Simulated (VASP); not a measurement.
# Na (Pm-3m) in VASP: a series of runs

Na is run at these levels: PBE; tasks: density of states.

All numbers are computed with VASP 6.6.1; they aren't measurements. Logs are shortened: lines on timing, memory, paths and dates and some standing lists are left out, and cuts for length are marked.

## 1. The cell of the first run

Symmetry: Pm-3m, No. 221, cubic system. Conventional cell: a = 3.418 Å, b = 3.418 Å, c = 3.418 Å, α = 90.00°, β = 90.00°, γ = 90.00°. Within 4.5 Å of Na (site symmetry m-3m) lie 6 Na at 3.42 Å.

## 2. Density of states, PBE

Contents of POSCAR:

```
Na
1.0
    3.4178256416      0.0000000000      0.0000000000
    0.0000000000      3.4178256416      0.0000000000
    0.0000000000      0.0000000000      3.4178256416
Na
1
Direct
    0.0000000000      0.0000000000      0.0000000000
```

Contents of INCAR.step1:

```
  PREC = Accurate
  ENCUT = 520
  EDIFF = 1E-6
  ISMEAR = -1
  SIGMA = 0.05
  LREAL = False
  LASPH = True
  NELM = 100
  ALGO = Normal
  ISIF = 2
  LWAVE = False
  LCHARG = True
  GGA = PE
  NBANDS = 10
```

Contents of KPOINTS.step1:

```
Automatic mesh
0
Gamma
  12 12 12
```

Contents of INCAR.step2:

```
  PREC = Accurate
  ENCUT = 520
  EDIFF = 1E-6
  ISMEAR = -5
  SIGMA = 0.05
  LREAL = False
  LASPH = True
  NELM = 100
  ALGO = Normal
  ISIF = 2
  LWAVE = False
  LCHARG = False
  GGA = PE
  LORBIT = 10
  NBANDS = 10
  NEDOS = 2001
  ICHARG = 11
```

Contents of KPOINTS.step2:

```
Automatic mesh
0
Gamma
  18 18 18
```

Potentials or basis: VASP PAW PBE potentials, release 64 (Na_pv).

On the command line:

```console
$ cat potpaw_PBE.64/Na_pv/POTCAR > POTCAR
$ cp INCAR.step1 INCAR
$ cp KPOINTS.step1 KPOINTS
$ mpirun -np 1 vasp_std > vasp.out
$ cp INCAR.step2 INCAR
$ cp KPOINTS.step2 KPOINTS
$ mpirun -np 1 vasp_std > vasp.out
```

OUTCAR:

```text
PREC = Accurate
   ENCUT = 520
   EDIFF = 1E-6
   ISMEAR = -5
   LREAL = False
   LASPH = True
   NELM = 100
   ISIF = 2
   GGA = PE
   LORBIT = 10
   ICHARG = 11

 ion  position               nearest neighbor table
   1  0.000  0.000  0.000-

  LATTYP: Found a simple cubic cell.
 ALAT       =     3.4178256416

  Lattice vectors:

 A1 = (   3.4178256416,   0.0000000000,   0.0000000000)
 A2 = (   0.0000000000,   3.4178256416,   0.0000000000)
 A3 = (   0.0000000000,   0.0000000000,   3.4178256416)

Analysis of symmetry for initial positions (statically):
=====================================================================
 Subroutine PRICEL returns:
 Original cell was already a primitive cell.

 Routine SETGRP: Setting up the symmetry group for a
 simple cubic supercell.

 Subroutine GETGRP returns: Found 48 space group operations
 (whereof 48 operations were pure point group operations)
 out of a pool of 48 trial point group operations.

The static configuration has the point symmetry O_h .

Analysis of symmetry for dynamics (positions and initial velocities):
=====================================================================
 Subroutine PRICEL returns:
 Original cell was already a primitive cell.

 Routine SETGRP: Setting up the symmetry group for a
 simple cubic supercell.

 Subroutine GETGRP returns: Found 48 space group operations
 (whereof 48 operations were pure point group operations)
 out of a pool of 48 trial point group operations.

The dynamic configuration has the point symmetry O_h .

 Subroutine INISYM returns: Found 48 space group operations
 (whereof 48 operations are pure point group operations),
 and found     1 'primitive' translations

----------------------------------------------------------------------------------------

                                     Primitive cell

  volume of cell :      39.9254

  direct lattice vectors                    reciprocal lattice vectors
     3.417825642  0.000000000  0.000000000     0.292583679  0.000000000  0.000000000
     0.000000000  3.417825642  0.000000000     0.000000000  0.292583679  0.000000000
     0.000000000  0.000000000  3.417825642     0.000000000  0.000000000  0.292583679

  length of vectors
     3.417825642  3.417825642  3.417825642     0.292583679  0.292583679  0.292583679

  position of ions in fractional coordinates (direct lattice)
     0.000000000  0.000000000  0.000000000

  ion indices of the primitive-cell ions
   primitive index   ion index
                 1           1

----------------------------------------------------------------------------------------

 KPOINTS: Automatic mesh

Automatic generation of k-mesh.
 Grid dimensions read from file:
 generate k-points for:   18   18   18

 Generating k-lattice:

  Cartesian coordinates                     Fractional coordinates (reciprocal lattice)
     0.016254649  0.000000000  0.000000000     0.055555556  0.000000000  0.000000000
     0.000000000  0.016254649  0.000000000     0.000000000  0.055555556  0.000000000
     0.000000000  0.000000000  0.016254649     0.000000000  0.000000000  0.055555556

  Length of vectors
     0.016254649  0.016254649  0.016254649

  Shift w.r.t. Gamma in fractional coordinates (k-lattice)
     0.000000000  0.000000000  0.000000000

 TETIRR: Found   2900 inequivalent tetrahedra from    34992

 Subroutine IBZKPT returns following result:
 ===========================================

 Found    220 irreducible k-points:

 Following reciprocal coordinates:
            Coordinates               Weight
  0.000000  0.000000  0.000000      1.000000
  0.055556  0.000000  0.000000      6.000000
  0.111111  0.000000  0.000000      6.000000
  0.166667  0.000000  0.000000      6.000000
  0.222222  0.000000  0.000000      6.000000
  0.277778  0.000000  0.000000      6.000000
[... 16 lines left out ...]
  0.277778  0.111111  0.000000     24.000000
  0.333333  0.111111  0.000000     24.000000
 [... further k-points ...]
   k-points           NKPTS =    220   k-points in BZ     NKDIM =    220   number of bands    NBANDS=     10
   number of dos      NEDOS =   2001   number of ions     NIONS =      1
   total plane-waves  NPLWV =  21952
   dimension x,y,z NGX =    28 NGY =   28 NGZ =   28
   dimension x,y,z NGXF=    56 NGYF=   56 NGZF=   56
   ions per type =               1
   NGX,Y,Z   is equivalent  to a cutoff of  13.62, 13.62, 13.62 a.u.
   NGXF,Y,Z  is equivalent  to a cutoff of  27.24, 27.24, 27.24 a.u.
 SYSTEM =  unknown system
   PREC   = accura    normal or accurate (medium, high low for compatibility)
   ISTART =      0    job   : 0-new  1-cont  2-samecut
   ICHARG =     11    charge: 1-file 2-atom 10-const
   ISPIN  =      1    spin polarized calculation?
   LNONCOLLINEAR =      F non collinear calculations
   LSORBIT =      F    spin-orbit coupling
   LASPH  =      T    aspherical Exc in radial PAW
   ENCUT  =  520.0 eV  38.22 Ry    6.18 a.u.   6.35  6.35  6.35*2*pi/ulx,y,z
   NELM   =    100;   NELMIN=  2; NELMDL=  0     # of ELM steps
   EDIFF  = 0.1E-05   stopping-criterion for ELM
   LREAL  =      F    real-space projection
   EDIFFG = 0.1E-04   stopping-criterion for IOM
   NSW    =      0    number of steps for IOM
   IBRION =     -1    ionic relax: 0-MD 1-quasi-New 2-CG
   NFREE  =      0    steps in history (QN), initial steepest desc. (CG)
   ISIF   =      2    stress and relaxation
   ISYM   =      2    0-nonsym 1-usesym 2-fastsym
   POTIM  = 0.5000    time-step for ionic-motion
   TEBEG  =    0.0;   TEEND  =   0.0 temperature during run
   PSTRESS=    0.0 pullay stress
   NELECT =       7.0000    total number of electrons
   NUPDOWN=      -1.0000    fix difference up-down
   EMIN   =  10.00;   EMAX   =-10.00  energy-range for DOS
   EFERMI =   0.00;   METHOD = LEGACY
   ISMEAR =    -5;   SIGMA  =   0.05  broadening in eV -4-tet -1-fermi 0-gaus
   EFERMI_NEDOS =   21; number of points for ismear=-14 and -15
   IALGO  =     38    algorithm
   IMIX   =      4    mixing-type and parameters
     AMIX     =   0.40;   BMIX     =  1.00
     AMIX_MAG =   1.60;   BMIX_MAG =  1.00
  volume/ion in A,a.u.               =      39.93       269.43
  Fermi-wavevector in a.u.,A,eV,Ry     =   0.916272  1.731502 11.422823  0.839554
  Thomas-Fermi vector in A             =   2.041108
   LORBIT       =     10    0 simple, 1 ext, 2 COOP (PROOUT), +10 PAW based schemes
   GGA     = PE    functional components
   LHFCALC =     F    Hartree Fock is set to
   AEXX    =    0.0000 exact exchange contribution
   IVDW    =     0    specifies the selected vdW correction
   LEPSILON=     F    determine dielectric tensor
   LRPA    =     F    only Hartree local field effects (RPA)
 non-spin polarized calculation
 Fermi weights with tetrahedron method with Bloechl corrections
  energy-cutoff  :      520.00
  volume of cell :       39.93
 maximum number of plane-waves:      1108
 NGX is ok and might be reduce to    28

 number of electron       7.0000015 magnetization

 Free energy of the ion-electron system (eV)
  ---------------------------------------------------
  ext. energy  EPLUGINS =         0.00000000
  ---------------------------------------------------
  free energy    TOTEN  =        -1.19310438 eV

  energy without entropy =       -1.19310438  energy(sigma->0) =       -1.19310438

 E-fermi :   0.1568     XC(G=0):  -6.3023

 val. band max:        0.2186316056   @ k =   0.5000   0.0556   0.0000
 cond. band min:       0.2028946277   @ k =   0.4444   0.2222   0.0000
 fundamental gap:     -0.0157369779
 Fermi energy:         0.1567951143

 k-point     1 :       0.0000    0.0000    0.0000
  band No.  band energies     occupation
      1     -24.9807      2.00000
      2     -24.9807      2.00000
      3     -24.9807      2.00000
      4      -2.9925      2.00000
      5       8.3283      0.00000
      6       8.3283      0.00000
      7       9.5913      0.00000
      8       9.5913      0.00000
      9       9.5913      0.00000
     10      12.4138      0.00000

 k-point     2 :       0.0556    0.0000    0.0000
  band No.  band energies     occupation
      1     -24.9821      2.00000
      2     -24.9806      2.00000
      3     -24.9806      2.00000
      4      -2.9514      2.00000
      5       7.7156      0.00000
      6       8.3658      0.00000
      7       9.6245      0.00000
      8       9.6245      0.00000
      9      10.0456      0.00000
     10      12.6721      0.00000

 k-point     3 :       0.1111    0.0000    0.0000
  band No.  band energies     occupation
      1     -24.9861      2.00000
      2     -24.9803      2.00000
      3     -24.9803      2.00000
      4      -2.8284      2.00000
      5       6.6930      0.00000
      6       8.4779      0.00000
      7       9.7239      0.00000
      8       9.7239      0.00000
      9      10.6070      0.00000
     10      13.4305      0.00000

 k-point     4 :       0.1667    0.0000    0.0000
  band No.  band energies     occupation
      1     -24.9922      2.00000
      2     -24.9797      2.00000
      3     -24.9797      2.00000
      4      -2.6240      2.00000
      5       5.6305      0.00000
      6       8.6637      0.00000
      7       9.8896      0.00000
      8       9.8896      0.00000
      9      11.0328      0.00000
     10      14.5513      0.00000
[... 222 lines left out ...]
 k-point    22 :       0.2222    0.1111    0.0000
  band No.  band energies     occupation
      1     -24.9992      2.00000
      2     -24.9844      2.00000
      3     -24.9787      2.00000
      4      -2.1769      2.00000
      5       4.7261      0.00000
      6       7.4033      0.00000
      7      10.2551      0.00000
      8      10.2966      0.00000
      9      13.0599      0.00000
     10      14.2634      0.00000

 k-point    23 :       0.2778    0.1111    0.0000
  band No.  band energies     occupation
      1     -25.0071      2.00000
      2     -24.9837      2.00000
      3     -24.9780      2.00000
      4      -1.8137      2.00000
      5       3.7458      0.00000
      6       7.7190      0.00000
      7      10.5534      0.00000
      8      10.5730      0.00000
      9      13.3571      0.00000
     10      13.4405      0.00000

 k-point    24 :       0.3333    0.1111    0.0000
  band No.  band energies     occupation
      1     -25.0146      2.00000
      2     -24.9830      2.00000
      3     -24.9774      2.00000
      4      -1.3728      2.00000
      5       2.8160      0.00000
      6       8.1115      0.00000
      7      10.8045      0.00000
      8      10.9163      0.00000
      9      12.6446      0.00000
     10      13.7549      0.00000

 [... further k-points ...]
[... 5 lines left out ...]
  --------------------------------------------------------------------------------------
  -------------------------------------------------------------------------------------
  Total       -0.0165533     -0.0165533     -0.0165533      0.0000000      0.0000000     -0.0000000
  in kB       -0.6642704     -0.6642704     -0.6642704      0.0000000      0.0000000     -0.0000000
  external PRESSURE =      -0.6642704 kB  Pullay stress =       0.0000000 kB

 VOLUME and BASIS-vectors are now :
 -----------------------------------------------------------------------------
  energy-cutoff  :      520.00
  volume of cell :       39.93
      direct lattice vectors                 reciprocal lattice vectors
     3.417825642  0.000000000  0.000000000     0.292583679  0.000000000  0.000000000
     0.000000000  3.417825642  0.000000000     0.000000000  0.292583679  0.000000000
     0.000000000  0.000000000  3.417825642     0.000000000  0.000000000  0.292583679

 POSITION                                       TOTAL-FORCE (eV/Angst)
 -----------------------------------------------------------------------------------
      0.00000      0.00000      0.00000         0.000000      0.000000      0.000000
 -----------------------------------------------------------------------------------
    total drift:                               -0.000000     -0.000000     -0.000000

  FREE ENERGIE OF THE ION-ELECTRON SYSTEM (eV)
  ---------------------------------------------------
  free  energy   TOTEN  =        -1.1931043826 eV

  energy  without entropy=       -1.1931043826  energy(sigma->0) =       -1.19310438

 total charge

# of ion       s       p       d       tot
------------------------------------------
    1        0.100   5.962   0.000   6.062
```

It took 22 s on 1 thread of Intel Xeon 6975P-C (Granite Rapids), shared host; peak memory 0.19 GiB.

What came out:

| Property | Result |
| --- | --- |
| Valence electrons inside the program's atomic spheres | Na 6.06 |

Levels at points of the mesh, in eV from the Fermi level:
```tsv
k point	band 1	band 2	band 3	band 4	band 5	band 6
(0.00, 0.00, 0.00)	-25.14	-25.14	-25.14	-3.15	8.17	8.17
(0.50, 0.00, 0.00)	-25.18	-25.13	-25.13	0.02	0.16	10.44
(0.50, 0.50, 0.00)	-25.18	-25.18	-25.13	2.94	2.94	3.16
(0.50, 0.50, 0.50)	-25.17	-25.17	-25.17	5.80	5.80	5.80
```

Caveat: tetrahedron occupations give inexact forces and stress in metals.

## 3. Density of states, PBE (volume scaled by 0.4)

Contents of POSCAR:

```
Na
1.0
    2.5182754641      0.0000000000      0.0000000000
    0.0000000000      2.5182754641      0.0000000000
    0.0000000000      0.0000000000      2.5182754641
Na
1
Direct
    0.0000000000      0.0000000000      0.0000000000
```

Contents of INCAR.step1:

```
SYSTEM = Na
  PREC = Accurate
  ENCUT = 520
  EDIFF = 1E-6
  ISMEAR = -1
  SIGMA = 0.05
  LREAL = .False.
  LASPH = .True.
  NELM = 60
  ALGO = Normal
  ISIF = 2
  LWAVE = .False.
  LCHARG = .True.
  GGA = PE
  NBANDS = 10
```

Contents of KPOINTS.step1:

```
regular mesh
0
Gamma
  12 12 12
  0 0 0
```

Contents of INCAR.step2:

```
SYSTEM = Na
  PREC = Accurate
  ENCUT = 520
  EDIFF = 1E-6
  ISMEAR = -5
  SIGMA = 0.05
  LREAL = .False.
  LASPH = .True.
  NELM = 60
  ALGO = Normal
  ISIF = 2
  LWAVE = .False.
  LCHARG = .False.
  GGA = PE
  LORBIT = 11
  NEDOS = 2001
  ICHARG = 11
```

Contents of KPOINTS.step2:

```
regular mesh
0
Gamma
  18 18 18
  0 0 0
```

Potentials or basis: VASP PAW PBE potentials, release 64 (Na_pv).

On the command line:

```console
$ cat potpaw_PBE.64/Na_pv/POTCAR > POTCAR
$ cp INCAR.step1 INCAR
$ cp KPOINTS.step1 KPOINTS
$ mpirun -np 1 vasp_std > vasp.out
$ cp INCAR.step2 INCAR
$ cp KPOINTS.step2 KPOINTS
$ mpirun -np 1 vasp_std > vasp.out
```

Wall time 21 s (1 thread of Intel Xeon Platinum 8375C at 2.90GHz (Ice Lake), shared host); peak memory 0.13 GiB.

Results (log left out):

```yaml
Valence_electrons_inside_the_program's_atomic_spheres: Na 6.22
```

Levels at points of the mesh, in eV from the Fermi level:
| k point | band 1 | band 2 | band 3 | band 4 | band 5 | band 6 |
| --- | --- | --- | --- | --- | --- | --- |
| (0.00, 0.00, 0.00) | -25.36 | -25.36 | -25.36 | -5.47 | 12.69 | 12.69 |
| (0.50, 0.00, 0.00) | -26.02 | -25.30 | -25.30 | -0.26 | 1.38 | 16.84 |
| (0.50, 0.50, 0.00) | -25.89 | -25.89 | -25.25 | 3.35 | 5.79 | 5.79 |
| (0.50, 0.50, 0.50) | -25.79 | -25.79 | -25.79 | 8.27 | 8.27 | 8.27 |

Caveat: tetrahedron occupations give inexact forces and stress in metals.

(Part 1 of 2 ends here.)
